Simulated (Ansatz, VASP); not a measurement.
**Ga2O3: VASP beside Ansatz**

```xyz
10
Lattice="2.5288 1.4600 4.5409 -2.5288 1.4600 4.5409 0.0000 -2.9200 4.5409" Properties=species:S:1:pos:R:3 pbc="T T T"
Ga    0.0000    0.0000   11.6588
Ga    0.0000    0.0000    8.7751
Ga    0.0000    0.0000    1.9638
Ga    0.0000    0.0000    4.8475
O     0.7665    1.5923    5.6761
O     0.9957   -1.4600    5.6761
O    -1.7623   -0.1323    5.6761
O    -0.7665   -1.5923    7.9465
O     1.7623    0.1323    7.9465
O    -0.9957    1.4600    7.9465
```

Alike in both runs: functional PBE; k mesh 6 × 6 × 6; occupations gaussian, width 0.02 eV; no spin polarisation.

Ansatz relaxed the structure, and its values are those at the end. VASP's run is a single point on that final structure, the one shown.

|  | VASP | Ansatz |
| --- | --- | --- |
| version | VASP 6.6.1 | Ansatz 0.2.0 |
| potentials or method | VASP PAW PBE potentials, release 64 (Ga_d, O), cutoff 520 eV | scalar-relativistic, plane waves, PAW |
| valence electrons in the cell | 88 | 88 |

Ansatz gave:

* gap on the k mesh at the Fermi level (eV): 2.40
* least direct gap on the mesh (eV): 2.63
* pressure (GPa): 0.0
* rms of the force components (eV/Å): 0.000

Q: What did VASP give for the same quantities?

A: gap on the k mesh at the Fermi level (eV): 2.39; least direct gap on the mesh (eV): 2.63; pressure (GPa): 0.9; rms of the force components (eV/Å): 0.004.
